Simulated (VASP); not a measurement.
# Si4C5 in VASP: single point with PBE

Aim: the single point of Si4C5 with PBE.

All numbers are computed with VASP 6.6.1; they aren't measurements. Logs are shortened: lines on timing, memory, paths and dates and some standing lists are left out, and cuts for length are marked.

## 1. The cell of the first run

The cell holds a slab with vacuum, 9 atoms: a = 3.092 Å, b = 5.074 Å, c = 18.969 Å, α = 90.00°, β = 90.00°, γ = 90.00°.

## 2. Single point, PBE, collinear spin

INCAR reads:

```
PREC = Accurate
ENCUT = 520
EDIFF = 1E-6
ISMEAR = 0
SIGMA = 0.05
LREAL = F
LASPH = T
NELM = 150
ALGO = Normal
ISIF = 2
LWAVE = F
LCHARG = F
ISPIN = 2
MAGMOM = 0 0 0 0 0 0 0 0 2
LORBIT = 11
LDIPOL = T
IDIPOL = 3
DIPOL = 0.5 0.5 0.322
GGA = PE
NBANDS = 32
```

KPOINTS reads:

```
Automatic mesh
0
Gamma
  9 5 1
```

POSCAR reads:

```
Si4C5
1.0
    3.0920147294      0.0000000000      0.0000000000
    0.0000000000      5.0738209150      0.0000000000
    0.0000000000      0.0000000000     18.9686857271
Si C
4 5
Direct
    0.0000000000      0.9954360478      0.2108738611
    0.5000000000      0.4954360478      0.2579297184
    0.5000000000      0.9936728437      0.3565277199
    0.0000000000      0.4650509218      0.3853429993
    0.0000000000      0.6195639522      0.2108738611
    0.5000000000      0.1195639522      0.2579297184
    0.5000000000      0.6250367736      0.3569005385
    0.0000000000      0.1238202484      0.3937376492
    0.3333333333      0.4571535817      0.4655352600
```

Potentials or basis: VASP PAW PBE potentials, release 64 (Si, C).

Launch:

```bash
cat potpaw_PBE.64/Si/POTCAR potpaw_PBE.64/C/POTCAR > POTCAR
mpirun -np 1 vasp_std > vasp.out
```

OUTCAR:

```text
PREC = Accurate
   ENCUT = 520
   EDIFF = 1E-6
   ISMEAR = 0
   LREAL = F
   LASPH = T
   NELM = 150
   ISIF = 2
   ISPIN = 2
   LORBIT = 11
   GGA = PE

 ion  position               nearest neighbor table
   1  0.000  0.995  0.211-   6 1.89   6 1.89   5 1.91   2 3.10   2 3.10   2 3.10   2 3.10
   2  0.500  0.495  0.258-   5 1.89   5 1.89   6 1.91   7 1.99   4 2.87   4 2.87   1 3.10   1 3.10
                             1 3.10   1 3.10   3 3.14
   3  0.500  0.994  0.357-   8 1.82   8 1.82   7 1.87   6 1.98   4 2.90   4 2.90   4 3.14   4 3.14
                             2 3.14
   4  0.000  0.465  0.385-   8 1.74   7 1.83   7 1.83   9 1.84   9 2.56   2 2.87   2 2.87   3 2.90
                             3 2.90   3 3.14   3 3.14
   5  0.000  0.620  0.211-   2 1.89   2 1.89   1 1.91
   6  0.500  0.120  0.258-   1 1.89   1 1.89   2 1.91   3 1.98
   7  0.500  0.625  0.357-   4 1.83   4 1.83   3 1.87   2 1.99
   8  0.000  0.124  0.394-   4 1.74   3 1.82   3 1.82
   9  0.333  0.457  0.466-   4 1.84   4 2.56

  LATTYP: Found a simple orthorhombic cell.
 ALAT       =     3.0920147294
 B/A-ratio  =     1.6409433198
 C/A-ratio  =     6.1347333008

  Lattice vectors:

 A1 = (   3.0920147294,   0.0000000000,   0.0000000000)
 A2 = (   0.0000000000,   5.0738209150,   0.0000000000)
 A3 = (   0.0000000000,   0.0000000000,  18.9686857271)

Analysis of symmetry for initial positions (statically):
=====================================================================
 Subroutine PRICEL returns:
 Original cell was already a primitive cell.

 Routine SETGRP: Setting up the symmetry group for a
 simple orthorhombic supercell.

 Subroutine GETGRP returns: Found  1 space group operations
 (whereof  1 operations were pure point group operations)
 out of a pool of  8 trial point group operations.

The static configuration has the point symmetry C_1 .

Analysis of symmetry for dynamics (positions and initial velocities):
=====================================================================
 Subroutine PRICEL returns:
 Original cell was already a primitive cell.

 Routine SETGRP: Setting up the symmetry group for a
 simple orthorhombic supercell.

 Subroutine GETGRP returns: Found  1 space group operations
 (whereof  1 operations were pure point group operations)
 out of a pool of  8 trial point group operations.

The dynamic configuration has the point symmetry C_1 .

Analysis of structural, dynamic, and magnetic symmetry:
=====================================================================
 Subroutine PRICEL returns:
 Original cell was already a primitive cell.
[... 178 lines left out ...]
 cond. band min:      -1.0985398388   @ k =   0.4444  -0.4000   0.0000
 fundamental gap:      0.1386361997
 Fermi energy:        -1.1687748149

 spin component 1

 k-point     1 :       0.0000    0.0000    0.0000
  band No.  band energies     occupation
      1     -17.1508      1.00000
      2     -15.2090      1.00000
      3     -13.4339      1.00000
      4     -11.9636      1.00000
      5     -11.7725      1.00000
      6     -10.0479      1.00000
[... 748 lines left out ...]
     29       5.8927      0.00000
     30       6.5053      0.00000
 Fermi energy:        -1.1687748149

 spin component 2

 k-point     1 :       0.0000    0.0000    0.0000
  band No.  band energies     occupation
      1     -17.1508      1.00000
      2     -15.2090      1.00000
      3     -13.4339      1.00000
      4     -11.9636      1.00000
      5     -11.7725      1.00000
      6     -10.0480      1.00000
[... 748 lines left out ...]
     29       5.8924      0.00000
     30       6.5037      0.00000
 [bands above 30 left out]

------------------------ aborting loop because EDIFF is reached ----------------------------------------

 vacuum level on the upper side and lower side of the slab       (xc-potential included)         0.632        -0.630

  FORCE on cell =-STRESS in cart. coord.  units (eV):
  Direction    XX          YY          ZZ          XY          YZ          ZX
  --------------------------------------------------------------------------------------
  -------------------------------------------------------------------------------------
  Total        3.8950110      1.4131642     -2.5860577     -1.2605809      1.0168270     -0.2846753
  in kB       20.9703338      7.6083287    -13.9230651     -6.7868366      5.4744908     -1.5326622
  external PRESSURE =       4.8851991 kB  Pullay stress =       0.0000000 kB

 VOLUME and BASIS-vectors are now :
 -----------------------------------------------------------------------------
  energy-cutoff  :      520.00
  volume of cell :      297.59
      direct lattice vectors                 reciprocal lattice vectors
     3.092014729  0.000000000  0.000000000     0.323413725  0.000000000  0.000000000
     0.000000000  5.073820915  0.000000000     0.000000000  0.197090125  0.000000000
     0.000000000  0.000000000 18.968685727     0.000000000  0.000000000  0.052718465

 POSITION                                       TOTAL-FORCE (eV/Angst)
 -----------------------------------------------------------------------------------
      0.00000      5.05066      4.00000        -0.032720     -1.995139      1.835834
      1.54601      2.51375      4.89259         0.003935      0.650699     -2.500882
      1.54601      5.04172      6.76286        -0.161430     -0.207575      0.235705
      0.00000      2.35959      7.30945        -1.173664      1.622811      1.627722
      0.00000      3.14356      4.00000        -0.040457      1.012201      1.434967
      1.54601      0.60665      4.89259         0.155121      0.200024     -0.735034
      1.54601      3.17132      6.76993         0.508753     -0.122862     -1.242519
      0.00000      0.62824      7.46869         0.795052     -1.031430     -0.663333
      1.03067      2.31952      8.83059        -0.054589     -0.128729      0.007540
 -----------------------------------------------------------------------------------
    total drift:                               -0.000100     -0.000158      0.000007

  FREE ENERGIE OF THE ION-ELECTRON SYSTEM (eV)
  ---------------------------------------------------
  free  energy   TOTEN  =       -58.5230835517 eV

  energy  without entropy=      -58.5225735727  energy(sigma->0) =      -58.52282856

 vacuum level on the upper side and lower side of the slab         4.954         3.655

 total charge

# of ion       s       p       d       tot
------------------------------------------
    1        0.749   0.861   0.000   1.611
    2        0.711   0.919   0.000   1.630
    3        0.716   0.958   0.000   1.674
    4        0.726   1.056   0.000   1.783
    5        0.855   1.531   0.000   2.386
    6        0.856   1.625   0.000   2.481
    7        0.864   1.681   0.000   2.544
    8        0.869   1.650   0.000   2.519
    9        1.038   1.078   0.000   2.117
--------------------------------------------------
tot          7.384  11.360   0.000  18.744

 magnetization (x)

# of ion       s       p       d       tot
------------------------------------------
    1       -0.000  -0.000   0.000  -0.000
    2       -0.000  -0.000   0.000  -0.000
    3       -0.000  -0.000   0.000  -0.000
    4       -0.000  -0.000   0.000  -0.000
    5        0.000   0.000   0.000   0.000
    6        0.000   0.000   0.000   0.000
    7        0.000   0.000   0.000   0.000
    8        0.000   0.000   0.000   0.000
    9       -0.000   0.000   0.000   0.000
--------------------------------------------------
tot         -0.000   0.000   0.000   0.000
```

OSZICAR:

```text
N       E                     dE             d eps       ncg     rms          rms(c)
DAV:   1     0.207414847429E+03    0.20741E+03   -0.13376E+04  2944   0.872E+02
DAV:   2    -0.359153962931E+02   -0.24333E+03   -0.23038E+03  4256   0.191E+02
DAV:   3    -0.652334775587E+02   -0.29318E+02   -0.28716E+02  3832   0.639E+01
DAV:   4    -0.664796206203E+02   -0.12461E+01   -0.12417E+01  4056   0.156E+01
[... 20 lines left out ...]
DAV:  25    -0.585228689002E+02   -0.28352E-03   -0.13017E-05  3416   0.899E-03    0.274E-03
DAV:  26    -0.585230185501E+02   -0.14965E-03   -0.55561E-06  3328   0.554E-03    0.145E-03
DAV:  27    -0.585230699350E+02   -0.51385E-04   -0.19837E-06  3144   0.341E-03    0.956E-04
DAV:  28    -0.585230834895E+02   -0.13554E-04   -0.12108E-06  3104   0.251E-03    0.664E-04
DAV:  29    -0.585230835517E+02   -0.62224E-07   -0.56220E-07  3000   0.208E-03
   1 F= -.58523084E+02 E0= -.58522829E+02  d E =-.509979E-03  mag=    -0.0001
```

stdout:

```text
POSCAR found type information on POSCAR SiC
 POSCAR found :  2 types and       9 ions
 scaLAPACK will be used
 LDA part: xc-table for (Slater+PW92), standard interpolation
 POSCAR, INCAR and KPOINTS ok, starting setup
 FFT: planning ... GRIDC
 FFT: planning ... GRID_SOFT
 FFT: planning ... GRID
 WAVECAR not read
 entering main loop
```

It took 8.3 min on 1 thread of Intel Xeon Platinum 8488C (Sapphire Rapids), shared host; peak memory 0.63 GiB.

Results:

```
Free energy                                           : -58.5231 eV
Largest force                                         : 2.711 eV/Å
Band gap on the k mesh                                : 0.14 eV (least direct gap 0.42 eV)
Net moment                                            : 0.00 μB per cell
Valence electrons inside the program's atomic spheres : Si 1.61, 1.63, 1.67, 1.78; C 2.39, 2.48, 2.54, 2.52, 2.12
```

Forces in eV/Å, atoms in the order of the input:
```
Si  -0.033 -1.995  1.836
Si   0.004  0.651 -2.501
Si  -0.161 -0.208  0.236
Si  -1.174  1.623  1.628
C   -0.040  1.012  1.435
C    0.155  0.200 -0.735
C    0.509 -0.123 -1.243
C    0.795 -1.031 -0.663
C   -0.055 -0.129  0.008
```
